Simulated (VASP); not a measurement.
A run of VASP 6.6.1:

File INCAR:

```
PREC = Accurate ; ENCUT = 520
EDIFF = 1E-7 ; ISMEAR = -1
SIGMA = 0.1 ; LREAL = F
LASPH = T ; NELM = 60
ALGO = Normal ; ISIF = 2
LWAVE = F ; LCHARG = F
GGA = PE ; NBANDS = 11
```

The input KPOINTS:

```
regular mesh
0
Gamma
  14 14 14
```

Contents of POSCAR:

```
Ca
1.0
    2.5567180520      0.0000000000      0.0000000000
    0.0000000000      2.5567180520      0.0000000000
    0.0000000000      0.0000000000      2.5567180520
Ca
1
Direct
    0.0000000000      0.0000000000      0.0000000000
```

Potentials or basis: VASP PAW PBE potentials, release 64 (Ca_sv).

The run is started by

```sh
$ cat potpaw_PBE.64/Ca_sv/POTCAR > POTCAR
$ mpirun -np 1 vasp_std > vasp.out
```

Hardware: 1 thread of Intel(R) Xeon(R) Platinum 8375C CPU @ 2.90GHz (Ice Lake), with other jobs on the host.

Problem. Estimate the wall time of this run.

Solution. Run time: 12 s on 1 thread of Intel(R) Xeon(R) Platinum 8375C CPU @ 2.90GHz (Ice Lake) (shared host), peak memory 0.13 GiB. Counts: scf iterations 13, k points 120.
